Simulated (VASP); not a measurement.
# RbBr (P4/mmm) in VASP: further runs

RbBr is run at these levels: PBEsol; tasks: single point.

Program: VASP 6.6.1. These are calculated values, not measurements. Logs are shortened: lines on timing, memory, paths and dates and some standing lists are left out, and cuts for length are marked.

### Step 1. The cell of the first run

Symmetry: P4/mmm, No. 123, tetragonal system. Conventional cell: a = 4.229 Å, b = 4.229 Å, c = 4.023 Å, α = 90.00°, β = 90.00°, γ = 90.00°. Rb (site symmetry 4/mmm) has 8 Br at 3.60 Å and 6 Rb at 4.02 to 4.23 Å within 4.7 Å. Within 4.7 Å of Br (site symmetry 4/mmm) lie 8 Rb at 3.60 Å and 6 Br at 4.02 to 4.23 Å.

### Step 2. Single point, PBEsol (strain +0.025 along x and y, -0.025 along z)

The input, INCAR:

```
SYSTEM = RbBr
ALGO = Normal ; EDIFF = 1E-6
ENCUT = 520 ; GGA = PS
ISIF = 2 ; ISMEAR = 0
LASPH = .TRUE. ; LCHARG = .FALSE.
LREAL = .FALSE. ; LWAVE = .FALSE.
NBANDS = 15 ; NELM = 60
PREC = Accurate ; SIGMA = 0.05
```

The input, KPOINTS:

```
k-points
0
G
  6 6 6
  0 0 0
```

The input, POSCAR:

```
RbBr
1.0
    4.2292292325      0.0000000000      0.0000000000
    0.0000000000      4.2292292325      0.0000000000
    0.0000000000      0.0000000000      4.0229253675
Rb Br
1 1
Direct
    0.0000000000      0.0000000000      0.0000000000
    0.5000000000      0.5000000000      0.5000000000
```

Potentials or basis: VASP PAW PBE potentials, release 64 (Rb_sv, Br).

The run is started by

```sh
$ cat potpaw_PBE.64/Rb_sv/POTCAR potpaw_PBE.64/Br/POTCAR > POTCAR
$ mpirun -np 1 vasp_std > vasp.out
```

OUTCAR:

```text
SYSTEM = RbBr
   EDIFF = 1E-6
   ENCUT = 520
   GGA = PS
   ISIF = 2
   ISMEAR = 0
   LASPH = .TRUE.
   LREAL = .FALSE.
   NELM = 60
   PREC = Accurate

 ion  position               nearest neighbor table
   1  0.000  0.000  0.000-   2 3.60   2 3.60   2 3.60   2 3.60   2 3.60   2 3.60   2 3.60   2 3.60

   2  0.500  0.500  0.500-   1 3.60   1 3.60   1 3.60   1 3.60   1 3.60   1 3.60   1 3.60   1 3.60

  LATTYP: Found a simple tetragonal cell.
 ALAT       =     4.2292292325
 C/A-ratio  =     0.9512195122

  Lattice vectors:

 A1 = (   4.2292292325,   0.0000000000,   0.0000000000)
 A2 = (   0.0000000000,   4.2292292325,   0.0000000000)
 A3 = (   0.0000000000,   0.0000000000,   4.0229253675)

Analysis of symmetry for initial positions (statically):
=====================================================================
 Subroutine PRICEL returns:
 Original cell was already a primitive cell.

 Routine SETGRP: Setting up the symmetry group for a
 simple tetragonal supercell.

 Subroutine GETGRP returns: Found 16 space group operations
 (whereof 16 operations were pure point group operations)
 out of a pool of 16 trial point group operations.

The static configuration has the point symmetry D_4h.

Analysis of symmetry for dynamics (positions and initial velocities):
=====================================================================
 Subroutine PRICEL returns:
 Original cell was already a primitive cell.

 Routine SETGRP: Setting up the symmetry group for a
 simple tetragonal supercell.

 Subroutine GETGRP returns: Found 16 space group operations
 (whereof 16 operations were pure point group operations)
 out of a pool of 16 trial point group operations.

The dynamic configuration has the point symmetry D_4h.

 Subroutine INISYM returns: Found 16 space group operations
 (whereof 16 operations are pure point group operations),
 and found     1 'primitive' translations

----------------------------------------------------------------------------------------

                                     Primitive cell

  volume of cell :      71.9556

  direct lattice vectors                    reciprocal lattice vectors
     4.229229232  0.000000000  0.000000000     0.236449704  0.000000000  0.000000000
     0.000000000  4.229229232  0.000000000     0.000000000  0.236449704  0.000000000
     0.000000000  0.000000000  4.022925368     0.000000000  0.000000000  0.248575330

  length of vectors
     4.229229232  4.229229232  4.022925368     0.236449704  0.236449704  0.248575330

  position of ions in fractional coordinates (direct lattice)
     0.000000000  0.000000000  0.000000000
     0.500000000  0.500000000  0.500000000

  ion indices of the primitive-cell ions
   primitive index   ion index
                 1           1
                 2           2

----------------------------------------------------------------------------------------

 KPOINTS: k-points

Automatic generation of k-mesh.
 Grid dimensions read from file:
 generate k-points for:    6    6    6

 Generating k-lattice:

  Cartesian coordinates                     Fractional coordinates (reciprocal lattice)
     0.039408284  0.000000000  0.000000000     0.166666667  0.000000000  0.000000000
     0.000000000  0.039408284  0.000000000     0.000000000  0.166666667  0.000000000
     0.000000000  0.000000000  0.041429222     0.000000000  0.000000000  0.166666667

  Length of vectors
     0.039408284  0.039408284  0.041429222

  Shift w.r.t. Gamma in fractional coordinates (k-lattice)
     0.000000000  0.000000000  0.000000000

 Subroutine IBZKPT returns following result:
 ===========================================

 Found     40 irreducible k-points:

 Following reciprocal coordinates:
            Coordinates               Weight
  0.000000  0.000000  0.000000      1.000000
  0.166667  0.000000  0.000000      4.000000
  0.333333  0.000000  0.000000      4.000000
  0.500000  0.000000  0.000000      2.000000
  0.166667  0.166667  0.000000      4.000000
  0.333333  0.166667  0.000000      8.000000
[... 16 lines left out ...]
  0.333333  0.000000  0.333333      8.000000
  0.500000  0.000000  0.333333      4.000000
 [... further k-points ...]
   k-points           NKPTS =     40   k-points in BZ     NKDIM =     40   number of bands    NBANDS=     15
   number of dos      NEDOS =    301   number of ions     NIONS =      2
   total plane-waves  NPLWV =  30720
   dimension x,y,z NGX =    32 NGY =   32 NGZ =   30
   dimension x,y,z NGXF=    64 NGYF=   64 NGZF=   60
   ions per type =               1   1
   NGX,Y,Z   is equivalent  to a cutoff of  12.58, 12.58, 12.40 a.u.
   NGXF,Y,Z  is equivalent  to a cutoff of  25.16, 25.16, 24.79 a.u.
 SYSTEM =  RbBr
   PREC   = accura    normal or accurate (medium, high low for compatibility)
   ISTART =      0    job   : 0-new  1-cont  2-samecut
   ICHARG =      2    charge: 1-file 2-atom 10-const
   ISPIN  =      1    spin polarized calculation?
   LNONCOLLINEAR =      F non collinear calculations
   LSORBIT =      F    spin-orbit coupling
   LASPH  =      T    aspherical Exc in radial PAW
   ENCUT  =  520.0 eV  38.22 Ry    6.18 a.u.   7.86  7.86  7.48*2*pi/ulx,y,z
   NELM   =     60;   NELMIN=  2; NELMDL= -5     # of ELM steps
   EDIFF  = 0.1E-05   stopping-criterion for ELM
   LREAL  =      F    real-space projection
   EDIFFG = 0.1E-04   stopping-criterion for IOM
   NSW    =      0    number of steps for IOM
   IBRION =     -1    ionic relax: 0-MD 1-quasi-New 2-CG
   NFREE  =      0    steps in history (QN), initial steepest desc. (CG)
   ISIF   =      2    stress and relaxation
   ISYM   =      2    0-nonsym 1-usesym 2-fastsym
   POTIM  = 0.5000    time-step for ionic-motion
   TEBEG  =    0.0;   TEEND  =   0.0 temperature during run
   PSTRESS=    0.0 pullay stress
   NELECT =      16.0000    total number of electrons
   NUPDOWN=      -1.0000    fix difference up-down
   EMIN   =  10.00;   EMAX   =-10.00  energy-range for DOS
   EFERMI =   0.00;   METHOD = LEGACY
   ISMEAR =     0;   SIGMA  =   0.05  broadening in eV -4-tet -1-fermi 0-gaus
   EFERMI_NEDOS =   21; number of points for ismear=-14 and -15
   IALGO  =     38    algorithm
   IMIX   =      4    mixing-type and parameters
     AMIX     =   0.40;   BMIX     =  1.00
     AMIX_MAG =   1.60;   BMIX_MAG =  1.00
  volume/ion in A,a.u.               =      35.98       242.79
  Fermi-wavevector in a.u.,A,eV,Ry     =   0.991806  1.874241 13.383764  0.983679
  Thomas-Fermi vector in A             =   2.123573
   LORBIT       =      0    0 simple, 1 ext, 2 COOP (PROOUT), +10 PAW based schemes
   GGA     = PS    functional components
   LHFCALC =     F    Hartree Fock is set to
   AEXX    =    0.0000 exact exchange contribution
   IVDW    =     0    specifies the selected vdW correction
   LEPSILON=     F    determine dielectric tensor
   LRPA    =     F    only Hartree local field effects (RPA)
 non-spin polarized calculation
 Gauss-broadening in eV      SIGMA  =   0.05
  energy-cutoff  :      520.00
  volume of cell :       71.96
 maximum number of plane-waves:      1957
 NGX is ok and might be reduce to    32
   NGX = 15   NGY = 15   NGZ = 15

 number of electron      15.9999999 magnetization

 Free energy of the ion-electron system (eV)
  ---------------------------------------------------
  ext. energy  EPLUGINS =         0.00000000
  ---------------------------------------------------
  free energy    TOTEN  =        -6.27829564 eV

  energy without entropy =       -6.27829564  energy(sigma->0) =       -6.27829564

 E-fermi :  -0.4678     XC(G=0):  -8.0139

 val. band max:       -0.7210033852   @ k =   0.5000   0.5000   0.0000
 cond. band min:       2.9328805054   @ k =   0.0000   0.0000   0.0000
 fundamental gap:      3.6538838906
 Fermi energy:        -0.4677628599

 k-point     1 :       0.0000    0.0000    0.0000
  band No.  band energies     occupation
      1     -25.9555      2.00000
      2     -13.4724      2.00000
      3      -9.9624      2.00000
      4      -9.9624      2.00000
      5      -9.9206      2.00000
      6      -1.1106      2.00000
      7      -1.1106      2.00000
      8      -0.8546      2.00000
      9       2.9329      0.00000
     10       4.5143      0.00000
     11       4.7242      0.00000
     12       8.6721      0.00000
     13       9.1133      0.00000
     14       9.1133      0.00000
     15      11.3103      0.00000

 k-point     2 :       0.1667    0.0000    0.0000
  band No.  band energies     occupation
      1     -25.9516      2.00000
      2     -13.4730      2.00000
      3      -9.9877      2.00000
      4      -9.9519      2.00000
      5      -9.9118      2.00000
      6      -1.5759      2.00000
      7      -1.1345      2.00000
      8      -0.8677      2.00000
      9       3.5763      0.00000
     10       4.8626      0.00000
     11       5.1104      0.00000
     12       8.6132      0.00000
     13       9.0007      0.00000
     14       9.2523      0.00000
     15      10.2317      0.00000

 k-point     3 :       0.3333    0.0000    0.0000
  band No.  band energies     occupation
      1     -25.9438      2.00000
      2     -13.4758      2.00000
      3     -10.0322      2.00000
      4      -9.9309      2.00000
      5      -9.8940      2.00000
      6      -2.2800      2.00000
      7      -1.1836      2.00000
      8      -0.8951      2.00000
      9       4.8555      0.00000
     10       5.4416      0.00000
     11       6.1769      0.00000
     12       8.6080      0.00000
     13       8.6725      0.00000
     14       8.9282      0.00000
     15       9.5909      0.00000
[... 343 lines left out ...]
 k-point    23 :       0.3333    0.0000    0.3333
  band No.  band energies     occupation
      1     -25.9243      2.00000
      2     -13.3559      2.00000
      3     -10.1994      2.00000
      4     -10.0869      2.00000
      5      -9.8952      2.00000
      6      -1.9923      2.00000
      7      -1.7401      2.00000
      8      -1.0418      2.00000
      9       4.9229      0.00000
     10       5.4443      0.00000
     11       7.2016      0.00000
     12       7.7517      0.00000
     13       7.8554      0.00000
     14       8.1635      0.00000
     15       9.9593      0.00000

 k-point    24 :       0.5000    0.0000    0.3333
  band No.  band energies     occupation
      1     -25.9207      2.00000
      2     -13.3273      2.00000
      3     -10.2140      2.00000
      4     -10.1578      2.00000
      5      -9.8874      2.00000
      6      -2.0483      2.00000
      7      -1.7573      2.00000
      8      -1.0089      2.00000
      9       4.7798      0.00000
     10       5.3049      0.00000
     11       7.1176      0.00000
     12       7.3117      0.00000
     13       8.0517      0.00000
     14       9.2252      0.00000
     15      10.3376      0.00000

 [... further k-points ...]

------------------------ aborting loop because EDIFF is reached ----------------------------------------

  FORCE on cell =-STRESS in cart. coord.  units (eV):
  Direction    XX          YY          ZZ          XY          YZ          ZX
  --------------------------------------------------------------------------------------
  -------------------------------------------------------------------------------------
  Total       -0.6093226     -0.6093226      0.0364671      0.0000000      0.0000000      0.0000000
  in kB      -13.5673008    -13.5673008      0.8119837      0.0000000      0.0000000      0.0000000
  external PRESSURE =      -8.7742060 kB  Pullay stress =       0.0000000 kB

 VOLUME and BASIS-vectors are now :
 -----------------------------------------------------------------------------
  energy-cutoff  :      520.00
  volume of cell :       71.96
      direct lattice vectors                 reciprocal lattice vectors
     4.229229232  0.000000000  0.000000000     0.236449704  0.000000000  0.000000000
     0.000000000  4.229229232  0.000000000     0.000000000  0.236449704  0.000000000
     0.000000000  0.000000000  4.022925368     0.000000000  0.000000000  0.248575330

 POSITION                                       TOTAL-FORCE (eV/Angst)
 -----------------------------------------------------------------------------------
      0.00000      0.00000      0.00000         0.000000      0.000000      0.000000
      2.11461      2.11461      2.01146         0.000000      0.000000      0.000000
 -----------------------------------------------------------------------------------
    total drift:                                0.000000      0.000000     -0.000000

  FREE ENERGIE OF THE ION-ELECTRON SYSTEM (eV)
  ---------------------------------------------------
  free  energy   TOTEN  =        -6.2782956444 eV

  energy  without entropy=       -6.2782956444  energy(sigma->0) =       -6.27829564
```

It took 47 s on 1 thread of Intel Xeon 8259CL, shared host; peak memory 0.2 GiB.

What came out:

```
Free energy            : -6.2783 eV
Pressure               : -0.9 GPa
Band gap on the k mesh : 3.65 eV (least direct gap 3.79 eV)
```

Stress tensor (GPa, compression positive):
```
-1.36  0.00  0.00
 0.00 -1.36  0.00
 0.00  0.00  0.08
```

Levels at points of the mesh, in eV from the valence-band top:
```
           k point  band 5  band 6  band 7  band 8  band 9  band 10  band 11  band 12
(0.00, 0.00, 0.00)   -9.20   -0.39   -0.39   -0.13    3.65     5.24     5.45     9.39
(0.50, 0.00, 0.00)   -9.16   -1.85   -0.49   -0.19    6.53     6.63     7.19     8.48
(0.50, 0.50, 0.00)   -9.14   -1.19   -1.19    0.00    4.93     6.15     8.05     8.05
(0.00, 0.00, 0.50)   -9.18   -1.87   -0.43   -0.43    6.71     6.71     7.42     8.37
(0.50, 0.00, 0.50)   -9.16   -1.26   -1.14   -0.22    5.06     5.79     7.47     7.64
(0.50, 0.50, 0.50)   -9.41   -1.52   -1.43   -1.43    7.79     7.79     7.99     8.83
```

Caveat: the cell differs from its parent crystal (strain +0.025 along x and y, -0.025 along z); the PAW data sets were made with another functional, which shifts forces and pressure a little. A k mesh can miss the band edges.

### Step 3. Single point, PBEsol (strain +0.000 along x and y, +0.050 along z)

The input, INCAR:

```
PREC = Accurate
ENCUT = 520
EDIFF = 1E-6
ISMEAR = 0
SIGMA = 0.05
LREAL = False
LASPH = True
NELM = 60
ALGO = Normal
ISIF = 2
LWAVE = False
LCHARG = True
GGA = PS
LELF = True
LVHAR = True
NBANDS = 15
```

The input, KPOINTS:

```
Automatic mesh
0
Gamma
  6 6 6
```

The input, POSCAR:

```
RbBr
1.0
    4.1260773000      0.0000000000      0.0000000000
    0.0000000000      4.1260773000      0.0000000000
    0.0000000000      0.0000000000      4.3323811650
Rb Br
1 1
Direct
    0.0000000000      0.0000000000      0.0000000000
    0.5000000000      0.5000000000      0.5000000000
```

Potentials or basis: VASP PAW PBE potentials, release 64 (Rb_sv, Br).

The run is started by

```sh
$ cat potpaw_PBE.64/Rb_sv/POTCAR potpaw_PBE.64/Br/POTCAR > POTCAR
$ mpirun -np 1 vasp_std > vasp.out
```

OUTCAR:

```text
PREC = Accurate
   ENCUT = 520
   EDIFF = 1E-6
   ISMEAR = 0
   LREAL = False
   LASPH = True
   NELM = 60
   ISIF = 2
   GGA = PS

 ion  position               nearest neighbor table
   1  0.000  0.000  0.000-   2 3.63   2 3.63   2 3.63   2 3.63   2 3.63   2 3.63   2 3.63   2 3.63

   2  0.500  0.500  0.500-   1 3.63   1 3.63   1 3.63   1 3.63   1 3.63   1 3.63   1 3.63   1 3.63

  LATTYP: Found a simple tetragonal cell.
 ALAT       =     4.1260773000
 C/A-ratio  =     1.0500000000

[... 622 lines left out ...]
------------------------ aborting loop because EDIFF is reached ----------------------------------------

  FORCE on cell =-STRESS in cart. coord.  units (eV):
  Direction    XX          YY          ZZ          XY          YZ          ZX
  --------------------------------------------------------------------------------------
  -------------------------------------------------------------------------------------
  Total       -0.3266631     -0.3266631     -0.9491841      0.0000000      0.0000000      0.0000000
  in kB       -7.0959287     -7.0959287    -20.6186236      0.0000000      0.0000000      0.0000000
  external PRESSURE =     -11.6034937 kB  Pullay stress =       0.0000000 kB

 VOLUME and BASIS-vectors are now :
 -----------------------------------------------------------------------------
  energy-cutoff  :      520.00
  volume of cell :       73.76
      direct lattice vectors                 reciprocal lattice vectors
     4.126077300  0.000000000  0.000000000     0.242360947  0.000000000  0.000000000
     0.000000000  4.126077300  0.000000000     0.000000000  0.242360947  0.000000000
     0.000000000  0.000000000  4.332381165     0.000000000  0.000000000  0.230819949

 POSITION                                       TOTAL-FORCE (eV/Angst)
 -----------------------------------------------------------------------------------
      0.00000      0.00000      0.00000         0.000000      0.000000      0.000000
      2.06304      2.06304      2.16619         0.000000      0.000000      0.000000
 -----------------------------------------------------------------------------------
    total drift:                                0.000000      0.000000     -0.000000

  FREE ENERGIE OF THE ION-ELECTRON SYSTEM (eV)
  ---------------------------------------------------
  free  energy   TOTEN  =        -6.2674567194 eV

  energy  without entropy=       -6.2674567194  energy(sigma->0) =       -6.26745672
```

stdout:

```text
POSCAR found type information on POSCAR RbBr
 POSCAR found :  2 types and       2 ions
 scaLAPACK will be used
 -----------------------------------------------------------------------------
|                                                                             |
|                                                                             |
|     You enforced a specific xc type in the INCAR file but a different       |
|     I HOPE YOU KNOW WHAT YOU ARE DOING!                                     |
|                                                                             |
 -----------------------------------------------------------------------------

 LDA part: xc-table for (Slater+PW92), standard interpolation
 POSCAR, INCAR and KPOINTS ok, starting setup
 FFT: planning ... GRIDC
 FFT: planning ... GRID_SOFT
 FFT: planning ... GRID
 WAVECAR not read
 entering main loop
```

It took 40 s on 1 thread of Intel Xeon 8259CL, shared host; peak memory 0.2 GiB.

Results:

```yaml
Free_energy: -6.2675 eV
Pressure: -1.2 GPa
Band_gap_on_the_k_mesh: 3.66 eV (least direct gap 3.81 eV)
```

Caveat: the cell differs from its parent crystal (strain +0.000 along x and y, +0.050 along z); the PAW data sets were made with another functional, which shifts forces and pressure a little.
